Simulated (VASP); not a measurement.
Set up this calculation in VASP 6.6.1, as the native input.

```
Task                   : single point
Functional             : r2SCAN
Potentials or basis    : VASP PAW PBE potentials, release 64 (Sn_d, Te)
Cutoff                 : 550 eV
k mesh                 : 6 × 6 × 4
Occupations            : gaussian, width 0.01 eV
Spin                   : no spin polarisation
Dipole correction      : no
Further INCAR settings : ALGO = Normal; EDIFF = 1e-06; NBANDS = 28
```

The system is SnTe.

```
Sn Te
1.0
     5.39676    0.00000    0.00000
    -2.69838    4.67373    0.00000
     0.00000    0.00000    6.42293
Sn Te
2 2
Direct
  0.33333 0.66667 0.95058
  0.66667 0.33333 0.45058
  0.33333 0.66667 0.42442
  0.66667 0.33333 0.92442
```

This cell differs from its parent crystal: uniaxial z strain -1.0%.

The input as run:

POSCAR

```
SnTe
1.0
    5.3967552001      0.0000000000      0.0000000000
   -2.6983776001      4.6737271013      0.0000000000
    0.0000000000      0.0000000000      6.4229258905
Sn Te
2 2
Direct
    0.3333333333      0.6666666667     -0.0494203961
    0.6666666667      0.3333333333      0.4505796039
    0.3333333333      0.6666666667      0.4244203961
    0.6666666667      0.3333333333      0.9244203961
```

INCAR.step1

```
PREC = Accurate
ENCUT = 550
ISMEAR = 0
SIGMA = 0.01
LREAL = False
LASPH = True
NELM = 120
NBANDS = 28
GGA = PE
ALGO = Normal
EDIFF = 1E-5
LWAVE = True
LCHARG = False
GGA_COMPAT = False
```

INCAR.step2

```
PREC = Accurate
ENCUT = 550
EDIFF = 1E-6
ISMEAR = 0
SIGMA = 0.01
LREAL = False
LASPH = True
NELM = 120
ALGO = Normal
ISIF = 2
LWAVE = False
LCHARG = True
METAGGA = R2SCAN
LMIXTAU = True
LELF = True
LVHAR = True
NBANDS = 28
ISTART = 1
GGA_COMPAT = False
```

KPOINTS

```
regular mesh
0
Gamma
  6 6 4
```

Potentials or basis: VASP PAW PBE potentials, release 64 (Sn_d, Te).

Command:

```bash
$ cat potpaw_PBE.64/Sn_d/POTCAR potpaw_PBE.64/Te/POTCAR > POTCAR
$ cp INCAR.step1 INCAR
$ mpirun -np 1 vasp_std > vasp.out
$ cp INCAR.step2 INCAR
$ mpirun -np 1 vasp_std > vasp.out
```

It gave:

| Property | Result |
| --- | --- |
| Pressure | 0.2 GPa |
| Largest force | 0.007 eV/Å |
| Band gap on the k mesh | 0.57 eV (least direct gap 0.76 eV) |

Caveat: the cell differs from its parent crystal (uniaxial z strain -1.0%); the PAW data sets were made with another functional, which shifts forces and pressure a little; spin-orbit coupling is left out, which moves the levels of the heavy elements.

Run time: 11 min on 1 thread of Intel Xeon 8259CL, with other jobs on the host, peak memory 0.37 GiB.
